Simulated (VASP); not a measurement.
Wanted: the native input for a VASP 6.6.1 run.

- Task: single point
- Functional: PBE
- Potentials or basis: VASP PAW PBE potentials, release 64 (Rb_sv, Li_sv, Ge_d, S)
- Cutoff: 520 eV
- k mesh: 12 × 12 × 4
- Occupations: gaussian, width 0.1 eV
- Spin: no spin polarisation
- Dipole correction: no
- Further INCAR settings: ALGO = Normal; EDIFF = 1e-06; NBANDS = 35

The structure of RbLiGe2S2 lies in POSCAR:

```
RbLiGe2S2
1.0
    4.1392754213      0.0000000000      0.0000000000
   -2.0696377106      3.5847176682      0.0000000000
    0.0000000000      0.0000000000     10.3303446473
Rb Li Ge S
1 1 2 2
Direct
    0.0000000000      0.0000000000      0.0000000000
    0.0000000000      0.0000000000      0.5000000000
    0.6666666667      0.3333333333      0.6821894645
    0.3333333333      0.6666666667      0.3178105355
    0.6666666667      0.3333333333      0.2293244999
    0.3333333333      0.6666666667      0.7706755001
```

The cell was generated, and may not be a known phase.

These files were run (other wordings do the same):

INCAR

```
PREC = Accurate ; ENCUT = 520
EDIFF = 1E-6 ; ISMEAR = 0
SIGMA = 0.1 ; LREAL = F
LASPH = T ; NELM = 100
ALGO = Normal ; ISIF = 2
LWAVE = F ; LCHARG = F
GGA = PE ; NBANDS = 35
```

KPOINTS

```
Automatic mesh
0
Gamma
  12 12 4
```

Potentials or basis: VASP PAW PBE potentials, release 64 (Rb_sv, Li_sv, Ge_d, S).

Run with:

```console
$ cat potpaw_PBE.64/Rb_sv/POTCAR potpaw_PBE.64/Li_sv/POTCAR potpaw_PBE.64/Ge_d/POTCAR potpaw_PBE.64/S/POTCAR > POTCAR
$ mpirun -np 1 vasp_std > vasp.out
```

It gave:

```json
{
 "Largest force": "0.003 eV/Å",
 "Band gap on the k mesh": "zero (bands 26 and 27 overlap by 1.35 eV)"
}
```

Run time: 9.7 min on 1 thread of Oxide Virtual Turin-like Processor, with other jobs on the host, peak memory 0.46 GiB.
